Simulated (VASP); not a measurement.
# Al5Cu (P-3m1) in VASP: a series of runs

The runs below take Al5Cu through single point, relaxation of cell and atoms, with PBE.

All numbers are computed with VASP 6.6.1; they aren't measurements. Logs are shortened: lines on timing, memory, paths and dates and some standing lists are left out, and cuts for length are marked.

## 1. The cell of the first run

It takes space group P-3m1 (No. 164, trigonal). Conventional cell: a = 4.409 Å, b = 4.409 Å, c = 5.399 Å, α = 90.00°, β = 90.00°, γ = 120.00°. Within 3.6 Å of Al (site symmetry 3m) lie 11 Al at 2.70 to 3.12 Å and 3 Cu at 2.70 Å. Within 3.6 Å of Al (site symmetry 3m) lie 11 Al at 2.70 to 3.12 Å and 3 Cu at 3.12 Å. Within 3.6 Å of Al (site symmetry -3m) lie 12 Al at 2.70 to 3.12 Å and 2 Cu at 2.70 Å. Cu (site symmetry -3m) has 14 Al at 2.70 to 3.12 Å within 3.6 Å.

## 2. Single point, PBE

INCAR reads:

```
ALGO = Fast
EDIFF = 1E-6
ENCUT = 520
GGA = PE
ISIF = 2
ISMEAR = 0
LASPH = T
LCHARG = F
LREAL = F
LWAVE = F
NBANDS = 22
NELM = 60
PREC = Accurate
SIGMA = 0.1
```

KPOINTS reads:

```
k-points
0
Gamma
  6 6 4
```

POSCAR reads:

```
Al5Cu
1.0
    4.4085304600      0.0000000000      0.0000000000
   -2.2042652300      3.8178993700      0.0000000000
    0.0000000000      0.0000000000      5.3993250700
Al Cu
5 1
Direct
    0.3333333300      0.6666666700      0.1666666700
    0.6666666700      0.3333333300      0.3333333300
    0.0000000000      0.0000000000      0.5000000000
    0.3333333300      0.6666666700      0.6666666700
    0.6666666700      0.3333333300      0.8333333300
    0.0000000000      0.0000000000      0.0000000000
```

Potentials or basis: VASP PAW PBE potentials, release 64 (Al, Cu).

The run is started by

```
$ cat potpaw_PBE.64/Al/POTCAR potpaw_PBE.64/Cu/POTCAR > POTCAR
$ mpirun -np 1 vasp_std > vasp.out
```

OUTCAR:

```text
EDIFF = 1E-6
   ENCUT = 520
   GGA = PE
   ISIF = 2
   ISMEAR = 0
   LASPH = T
   LREAL = F
   NELM = 60
   PREC = Accurate

 ion  position               nearest neighbor table
   1  0.333  0.667  0.167-   2 2.70   2 2.70   6 2.70   4 2.70   4 2.70   6 2.70   6 2.70   2 2.70
                             3 3.12   5 3.12   3 3.12   3 3.12   5 3.12   5 3.12
   2  0.667  0.333  0.333-   1 2.70   1 2.70   3 2.70   5 2.70   5 2.70   3 2.70   3 2.70   1 2.70
                             4 3.12   4 3.12   4 3.12
   3  0.000  0.000  0.500-   2 2.70   4 2.70   6 2.70   6 2.70   4 2.70   2 2.70   2 2.70   4 2.70
                             1 3.12   5 3.12   5 3.12   1 3.12   1 3.12   5 3.12
   4  0.333  0.667  0.667-   5 2.70   5 2.70   3 2.70   1 2.70   1 2.70   3 2.70   3 2.70   5 2.70
                             2 3.12   2 3.12   2 3.12
   5  0.667  0.333  0.833-   4 2.70   4 2.70   6 2.70   2 2.70   2 2.70   6 2.70   6 2.70   4 2.70
                             3 3.12   3 3.12   1 3.12   3 3.12   1 3.12   1 3.12
   6  0.000  0.000  0.000-   1 2.70   5 2.70   3 2.70   3 2.70   1 2.70   5 2.70   5 2.70   1 2.70

  LATTYP: Found a hexagonal cell.
 ALAT       =     4.4085304600
 C/A-ratio  =     1.2247448711

  Lattice vectors:

 A1 = (   4.4085304600,   0.0000000000,   0.0000000000)
 A2 = (  -2.2042652300,   3.8178993700,   0.0000000000)
 A3 = (   0.0000000000,   0.0000000000,   5.3993250700)

Analysis of symmetry for initial positions (statically):
=====================================================================
 Subroutine PRICEL returns:
 Original cell was already a primitive cell.

 Routine SETGRP: Setting up the symmetry group for a
 hexagonal supercell.

 Subroutine GETGRP returns: Found 12 space group operations
 (whereof 12 operations were pure point group operations)
 out of a pool of 24 trial point group operations.

The static configuration has the point symmetry D_3d.

Analysis of symmetry for dynamics (positions and initial velocities):
=====================================================================
 Subroutine PRICEL returns:
 Original cell was already a primitive cell.

 Routine SETGRP: Setting up the symmetry group for a
 hexagonal supercell.

 Subroutine GETGRP returns: Found 12 space group operations
 (whereof 12 operations were pure point group operations)
 out of a pool of 24 trial point group operations.

The dynamic configuration has the point symmetry D_3d.

 Subroutine INISYM returns: Found 12 space group operations
 (whereof 12 operations are pure point group operations),
 and found     1 'primitive' translations

----------------------------------------------------------------------------------------

                                     Primitive cell

  volume of cell :      90.8778

  direct lattice vectors                    reciprocal lattice vectors
     4.408530460  0.000000000  0.000000000     0.226832957  0.130962069  0.000000000
    -2.204265230  3.817899370  0.000000000     0.000000000  0.261924138  0.000000000
     0.000000000  0.000000000  5.399325070     0.000000000  0.000000000  0.185208334

  length of vectors
     4.408530460  4.408530459  5.399325070     0.261924138  0.261924138  0.185208334

  position of ions in fractional coordinates (direct lattice)
     0.333333330  0.666666670  0.166666670
     0.666666670  0.333333330  0.333333330
     0.000000000  0.000000000  0.500000000
     0.333333330  0.666666670  0.666666670
     0.666666670  0.333333330  0.833333330
     0.000000000  0.000000000  0.000000000

  ion indices of the primitive-cell ions
   primitive index   ion index
                 1           1
                 2           2
                 3           3
                 4           4
                 5           5
                 6           6

----------------------------------------------------------------------------------------

 KPOINTS: k-points

Automatic generation of k-mesh.
 Grid dimensions read from file:
 generate k-points for:    6    6    4

 Generating k-lattice:

  Cartesian coordinates                     Fractional coordinates (reciprocal lattice)
     0.037805493  0.021827011  0.000000000     0.166666667  0.000000000  0.000000000
     0.000000000  0.043654023  0.000000000     0.000000000  0.166666667  0.000000000
     0.000000000  0.000000000  0.046302083     0.000000000  0.000000000  0.250000000

  Length of vectors
     0.043654023  0.043654023  0.046302083

  Shift w.r.t. Gamma in fractional coordinates (k-lattice)
     0.000000000  0.000000000  0.000000000

 Subroutine IBZKPT returns following result:
 ===========================================

 Found     24 irreducible k-points:

 Following reciprocal coordinates:
            Coordinates               Weight
  0.000000  0.000000  0.000000      1.000000
  0.166667 -0.000000  0.000000      6.000000
  0.333333 -0.000000  0.000000      6.000000
  0.500000 -0.000000  0.000000      3.000000
  0.166667  0.166667  0.000000      6.000000
  0.333333  0.166667  0.000000     12.000000
[... 16 lines left out ...]
  0.333333  0.166667  0.500000     12.000000
  0.333333  0.333333  0.500000      2.000000
   k-points           NKPTS =     24   k-points in BZ     NKDIM =     24   number of bands    NBANDS=     22
   number of dos      NEDOS =    301   number of ions     NIONS =      6
   total plane-waves  NPLWV =  51840
   dimension x,y,z NGX =    36 NGY =   36 NGZ =   40
   dimension x,y,z NGXF=    72 NGYF=   72 NGZF=   80
   ions per type =               5   1
   NGX,Y,Z   is equivalent  to a cutoff of  13.58, 13.58, 12.32 a.u.
   NGXF,Y,Z  is equivalent  to a cutoff of  27.15, 27.15, 24.63 a.u.
 SYSTEM =  unknown system
   PREC   = accura    normal or accurate (medium, high low for compatibility)
   ISTART =      0    job   : 0-new  1-cont  2-samecut
   ICHARG =      2    charge: 1-file 2-atom 10-const
   ISPIN  =      1    spin polarized calculation?
   LNONCOLLINEAR =      F non collinear calculations
   LSORBIT =      F    spin-orbit coupling
   LASPH  =      T    aspherical Exc in radial PAW
   ENCUT  =  520.0 eV  38.22 Ry    6.18 a.u.   8.20  8.20 10.04*2*pi/ulx,y,z
   NELM   =     60;   NELMIN=  2; NELMDL= -5     # of ELM steps
   EDIFF  = 0.1E-05   stopping-criterion for ELM
   LREAL  =      F    real-space projection
   EDIFFG = 0.1E-04   stopping-criterion for IOM
   NSW    =      0    number of steps for IOM
   IBRION =     -1    ionic relax: 0-MD 1-quasi-New 2-CG
   NFREE  =      0    steps in history (QN), initial steepest desc. (CG)
   ISIF   =      2    stress and relaxation
   ISYM   =      2    0-nonsym 1-usesym 2-fastsym
   POTIM  = 0.5000    time-step for ionic-motion
   TEBEG  =    0.0;   TEEND  =   0.0 temperature during run
   PSTRESS=    0.0 pullay stress
   NELECT =      26.0000    total number of electrons
   NUPDOWN=      -1.0000    fix difference up-down
   EMIN   =  10.00;   EMAX   =-10.00  energy-range for DOS
   EFERMI =   0.00;   METHOD = LEGACY
   ISMEAR =     0;   SIGMA  =   0.10  broadening in eV -4-tet -1-fermi 0-gaus
   EFERMI_NEDOS =   21; number of points for ismear=-14 and -15
   IALGO  =     68    algorithm
   IMIX   =      4    mixing-type and parameters
     AMIX     =   0.40;   BMIX     =  1.00
     AMIX_MAG =   1.60;   BMIX_MAG =  1.00
  volume/ion in A,a.u.               =      15.15       102.21
  Fermi-wavevector in a.u.,A,eV,Ry     =   1.078731  2.038507 15.832577  1.163662
  Thomas-Fermi vector in A             =   2.214678
   LORBIT       =      0    0 simple, 1 ext, 2 COOP (PROOUT), +10 PAW based schemes
   GGA     = PE    functional components
   LHFCALC =     F    Hartree Fock is set to
   AEXX    =    0.0000 exact exchange contribution
   IVDW    =     0    specifies the selected vdW correction
   LEPSILON=     F    determine dielectric tensor
   LRPA    =     F    only Hartree local field effects (RPA)
 non-spin polarized calculation
 RMM-DIIS sequential band-by-band and
 Gauss-broadening in eV      SIGMA  =   0.10
  energy-cutoff  :      520.00
  volume of cell :       90.88
 maximum number of plane-waves:      2480
 NGX is ok and might be reduce to    36
   NGX = 17   NGY = 17   NGZ = 21

 number of electron      25.9999985 magnetization

 Free energy of the ion-electron system (eV)
  ---------------------------------------------------
  ext. energy  EPLUGINS =         0.00000000
  ---------------------------------------------------
  free energy    TOTEN  =       -21.77164802 eV

  energy without entropy =      -21.75531737  energy(sigma->0) =      -21.76348269

 E-fermi :   8.4279     XC(G=0): -10.6640

 val. band max:        8.4277473421   @ k =   0.1667  -0.0000   0.2500
 cond. band min:       8.4834791077   @ k =   0.1667   0.1667   0.2500
 fundamental gap:      0.0557317655
 Fermi energy:         8.4278654470

 k-point     1 :       0.0000    0.0000    0.0000
  band No.  band energies     occupation
      1      -2.8836      2.00000
      2       1.9759      2.00000
      3       2.1386      2.00000
      4       4.3671      2.00000
      5       4.3671      2.00000
      6       4.8897      2.00000
[... 14 lines left out ...]
     21      12.0086      0.00000
     22      12.9277      0.00000

 k-point     2 :       0.1667   -0.0000    0.0000
  band No.  band energies     occupation
      1      -2.6011      2.00000
      2       2.2308      2.00000
      3       2.3736      2.00000
      4       3.6001      2.00000
      5       4.3721      2.00000
      6       4.7197      2.00000
[... 14 lines left out ...]
     21      13.6708      0.00000
     22      13.9487      0.00000

 k-point     3 :       0.3333   -0.0000    0.0000
  band No.  band energies     occupation
      1      -1.7607      2.00000
      2       1.4981      2.00000
      3       2.9807      2.00000
      4       3.0258      2.00000
      5       4.2271      2.00000
      6       4.3268      2.00000
[... 14 lines left out ...]
     21      15.7400      0.00000
     22      16.2334      0.00000
[... 476 lines left out ...]
 k-point    23 :       0.3333    0.1667    0.5000
  band No.  band energies     occupation
      1       0.0420      2.00000
      2       0.5908      2.00000
      3       1.6508      2.00000
      4       2.1696      2.00000
      5       3.1485      2.00000
      6       3.7824      2.00000
[... 14 lines left out ...]
     21      13.5065      0.00000
     22      14.3605      0.00000

 k-point    24 :       0.3333    0.3333    0.5000
  band No.  band energies     occupation
      1       1.2658      2.00000
      2       1.2658      2.00000
      3       1.6312      2.00000
      4       1.6900      2.00000
      5       1.6900      2.00000
      6       2.5939      2.00000
[... 14 lines left out ...]
     21      12.6809      0.00000
     22      12.8915      0.00000

------------------------ aborting loop because EDIFF is reached ----------------------------------------

  FORCE on cell =-STRESS in cart. coord.  units (eV):
  Direction    XX          YY          ZZ          XY          YZ          ZX
  --------------------------------------------------------------------------------------
  -------------------------------------------------------------------------------------
  Total        3.7155590      3.7155590      0.4212590      0.0000000      0.0000000      0.0000000
  in kB       65.5053766     65.5053766      7.4268045      0.0000000      0.0000000      0.0000000
  external PRESSURE =      46.1458526 kB  Pullay stress =       0.0000000 kB

 VOLUME and BASIS-vectors are now :
 -----------------------------------------------------------------------------
  energy-cutoff  :      520.00
  volume of cell :       90.88
      direct lattice vectors                 reciprocal lattice vectors
     4.408530460  0.000000000  0.000000000     0.226832957  0.130962069  0.000000000
    -2.204265230  3.817899370  0.000000000     0.000000000  0.261924138  0.000000000
     0.000000000  0.000000000  5.399325070     0.000000000  0.000000000  0.185208334

 POSITION                                       TOTAL-FORCE (eV/Angst)
 -----------------------------------------------------------------------------------
     -0.00000      2.54527      0.89989         0.000000      0.000000     -0.329517
      2.20427      1.27263      1.79978         0.000000      0.000000      0.241110
      0.00000      0.00000      2.69966        -0.000000      0.000000      0.000000
     -0.00000      2.54527      3.59955        -0.000000      0.000000     -0.241110
      2.20427      1.27263      4.49944        -0.000000      0.000000      0.329517
      0.00000      0.00000      0.00000        -0.000000      0.000000      0.000000
 -----------------------------------------------------------------------------------
    total drift:                                0.000000      0.000000     -0.000000

  FREE ENERGIE OF THE ION-ELECTRON SYSTEM (eV)
  ---------------------------------------------------
  free  energy   TOTEN  =       -21.7716480153 eV

  energy  without entropy=      -21.7553173737  energy(sigma->0) =      -21.76348269
```

Run time: 26 s. Hardware: 1 thread of Intel Xeon 6975P-C (Granite Rapids), shared host; peak memory 0.23 GiB.

Results:

- Free energy: -21.7716 eV
- Pressure: 4.6 GPa
- Largest force: 0.330 eV/Å
- Band gap on the k mesh: zero (bands 13 and 14 overlap by 3.91 eV)

Forces on the atoms (eV/Å):
```
Al   0.000  0.000 -0.330
Al   0.000  0.000  0.241
Al   0.000  0.000  0.000
Al   0.000  0.000 -0.241
Al   0.000  0.000  0.330
Cu   0.000  0.000  0.000
```

Stress tensor (GPa, compression positive):
```
6.55 0.00 0.00
0.00 6.55 0.00
0.00 0.00 0.74
```

Caveat: the cell stands under pressure.

## 3. Single point, PBE

This run uses another cell than the first one, of 15.96 Å³/atom.

INCAR reads:

```
SYSTEM = Al5Cu
ALGO = Normal
EDIFF = 1E-6
ENCUT = 520
GGA = PE
ISIF = 2
ISMEAR = 0
LASPH = .TRUE.
LCHARG = .FALSE.
LREAL = .FALSE.
LWAVE = .FALSE.
NBANDS = 22
NELM = 80
PREC = Accurate
SIGMA = 0.1
```

KPOINTS reads:

```
k-points
0
G
  6 6 4
  0 0 0
```

POSCAR reads:

```
Al5Cu
1.0
    4.5352784424      0.0000000000      0.0000000000
   -2.2676392212      3.9276663444      0.0000000000
    0.0000000000      0.0000000000      5.3750974730
Al Cu
5 1
Direct
    0.3333333333      0.6666666667      0.1392113964
    0.6666666667      0.3333333333      0.3600671503
    0.0000000000      0.0000000000      0.5000000000
    0.3333333333      0.6666666667      0.6399328497
    0.6666666667      0.3333333333      0.8607886036
    0.0000000000      0.0000000000      0.0000000000
```

Potentials or basis: VASP PAW PBE potentials, release 64 (Al, Cu).

The run is started by

```
$ cat potpaw_PBE.64/Al/POTCAR potpaw_PBE.64/Cu/POTCAR > POTCAR
$ mpirun -np 1 vasp_std > vasp.out
```

Wall time 24 s (1 thread of Intel Xeon 6975P-C (Granite Rapids), shared host); peak memory 0.23 GiB.

Results (log left out):

* Free energy: -21.9540 eV
* Pressure: 0.1 GPa
* Largest force: 0.010 eV/Å
* Band gap on the k mesh: zero (bands 13 and 14 overlap by 3.68 eV)

Forces in eV/Å, atoms in the order of the input:
```
Al   0.000  0.000 -0.009
Al   0.000  0.000 -0.010
Al   0.000  0.000  0.000
Al   0.000  0.000  0.010
Al   0.000  0.000  0.009
Cu   0.000  0.000  0.000
```

Stress tensor (GPa, compression positive):
```
-0.04  0.00  0.00
 0.00 -0.04  0.00
 0.00  0.00  0.29
```

Levels at points of the mesh, in eV from the Fermi level:
```
           k point  band 9  band 10  band 11  band 12  band 13  band 14  band 15  band 16  band 17  band 18
(0.00, 0.00, 0.00)   -1.61    -1.61    -1.37    -1.30    -1.30     0.15     2.40     2.70     2.70     3.19
(0.50, 0.00, 0.00)   -3.30    -3.19    -2.97    -2.09    -1.91     0.60     1.37     1.59     2.00     5.01
(0.00, 0.00, 0.50)   -1.02    -0.57    -0.48    -0.45    -0.45     0.33     0.33     0.37     0.37     0.38
(0.50, 0.00, 0.50)   -3.14    -2.61    -2.47    -2.30    -1.03     2.34     2.73     2.87     3.28     5.45
```

## 4. Relaxation of cell and atoms, PBE

INCAR reads:

```
  PREC = Accurate
  ENCUT = 600
  EDIFF = 1E-6
  ISMEAR = 0
  SIGMA = 0.1
  LREAL = F
  LASPH = T
  NELM = 100
  ALGO = Normal
  ISIF = 3
  LWAVE = F
  LCHARG = F
  GGA = PE
  IBRION = 2
  NSW = 90
  EDIFFG = -0.04
```

KPOINTS reads:

```
regular mesh
0
Gamma
  6 6 4
```

POSCAR reads:

```
Al5Cu
1.0
    4.4085304600      0.0000000000      0.0000000000
   -2.2042652300      3.8178993700      0.0000000000
    0.0000000000      0.0000000000      5.3993250700
Al Cu
5 1
Direct
    0.3333333300      0.6666666700      0.1666666700
    0.6666666700      0.3333333300      0.3333333300
    0.0000000000      0.0000000000      0.5000000000
    0.3333333300      0.6666666700      0.6666666700
    0.6666666700      0.3333333300      0.8333333300
    0.0000000000      0.0000000000      0.0000000000
```

The run is started by

```
$ cat potpaw_PBE.64/Al/POTCAR potpaw_PBE.64/Cu/POTCAR > POTCAR
$ mpirun -np 1 vasp_std > vasp.out
```

Run time: 3.2 min. Hardware: 1 thread of Intel Xeon 6975P-C (Granite Rapids), shared host; peak memory 0.27 GiB.

Results (log left out):

```
Free energy                           : -21.9540 eV
Relaxed volume                        : 15.98 Å³/atom
Relaxed cell                          : a = 4.534 Å, b = 4.534 Å, c = 5.387 Å, α = 90.00°, β = 90.00°, γ = 120.00°
Space group after relaxing (to 0.1 Å) : P-3m1 (No. 164)
Energy gained by relaxing             : 30.3 meV/atom
Ionic steps                           : 18
Pressure after relaxing               : 0.0 GPa
Largest force after relaxing          : 0.012 eV/Å
Band gap on the k mesh                : zero (bands 13 and 14 overlap by 3.70 eV)
```

Forces in eV/Å, atoms in the order of the input:
```
Al   0.000  0.000 -0.012
Al   0.000  0.000  0.012
Al   0.000  0.000  0.000
Al   0.000  0.000 -0.012
Al   0.000  0.000  0.012
Cu   0.000  0.000  0.000
```

Stress tensor (GPa, compression positive):
```
 0.02  0.00  0.00
 0.00  0.02  0.00
 0.00  0.00 -0.19
```

Step by step:
| step | energy change (eV) | largest force (eV/Å) | pressure (GPa) | volume (Å³) |
| --- | --- | --- | --- | --- |
| 1 | 0.0000 | 0.3308 | 6.90 | 90.88 |
| 2 | -0.0876 | 0.1888 | -2.56 | 99.71 |
| 3 | -0.1046 | 0.2323 | -0.09 | 96.08 |
| 4 | -0.1064 | 0.2175 | -0.90 | 97.09 |
| 5 | -0.1303 | 0.1884 | -0.57 | 96.69 |
| 6 | -0.1324 | 0.1778 | -0.47 | 96.55 |
| 7 | -0.1416 | 0.1706 | 0.20 | 95.81 |
| 8 | -0.1474 | 0.1628 | 0.68 | 95.14 |
| 9 | -0.1503 | 0.1424 | 1.68 | 93.81 |
| 10 | -0.1539 | 0.1321 | 1.58 | 93.85 |
| 11 | -0.1627 | 0.0998 | 1.46 | 93.98 |
| 12 | -0.1721 | 0.0409 | 1.28 | 94.22 |
| 13 | -0.1729 | 0.0226 | 1.24 | 94.31 |
| 14 | -0.1797 | 0.0184 | 0.48 | 95.23 |
| 15 | -0.1812 | 0.0153 | -0.34 | 96.30 |
| 16 | -0.1815 | 0.0160 | -0.18 | 96.03 |
| 17 | -0.1815 | 0.0160 | -0.13 | 95.99 |
| 18 | -0.1818 | 0.0124 | -0.05 | 95.90 |

Final structure:
```
Al Cu
1.0
     4.53392    0.00000    0.00000
    -2.26696    3.92649    0.00000
     0.00000    0.00000    5.38717
Al Cu
5 1
Direct
  0.33333 0.66667 0.14013
  0.66667 0.33333 0.35889
  0.00000 0.00000 0.50000
  0.33333 0.66667 0.64111
  0.66667 0.33333 0.85987
  0.00000 0.00000 0.00000
```

Levels at points of the mesh, in eV from the Fermi level:
```tsv
k point	band 9	band 10	band 11	band 12	band 13	band 14	band 15	band 16	band 17
(0.00, 0.00, 0.00)	-1.60	-1.60	-1.35	-1.28	-1.28	0.16	2.40	2.68	2.68
(0.50, 0.00, 0.00)	-3.29	-3.21	-2.96	-2.09	-1.91	0.60	1.37	1.57	1.99
(0.00, 0.00, 0.50)	-1.01	-0.56	-0.46	-0.44	-0.44	0.34	0.34	0.38	0.38
(0.50, 0.00, 0.50)	-3.14	-2.59	-2.46	-2.30	-1.02	2.30	2.70	2.84	3.24
```

## 5. Summary

| task | cell | cutoff (eV) | gap on the mesh (eV) | pressure (GPa) | largest force (eV/Å) |
| --- | --- | --- | --- | --- | --- |
| single point | a = 4.409, b = 4.409, c = 5.399 Å, angles 90.0, 90.0, 120.0°, 6 atoms, atomic positions A | 520 | none | 4.6 | 0.33 |
| single point | a = 4.535, b = 4.535, c = 5.375 Å, angles 90.0, 90.0, 120.0°, 6 atoms, atomic positions B | 520 | none | 0.1 | 0.01 |
| relaxation of cell and atoms | relaxed from a = 4.409, b = 4.409, c = 5.399 Å, angles 90.0, 90.0, 120.0°, 6 atoms, atomic positions A | 600 | none | 0.0 | 0.01 |

Alike in all rows: level PBE; potentials or basis VASP PAW PBE potentials, release 64 (Al, Cu); no spin polarisation; k mesh 6 × 6 × 4; smearing gaussian 0.1 eV.

Caveats: the cell stands under pressure (at least some runs).

Absolute energies hang on the potentials; compare differences alone.
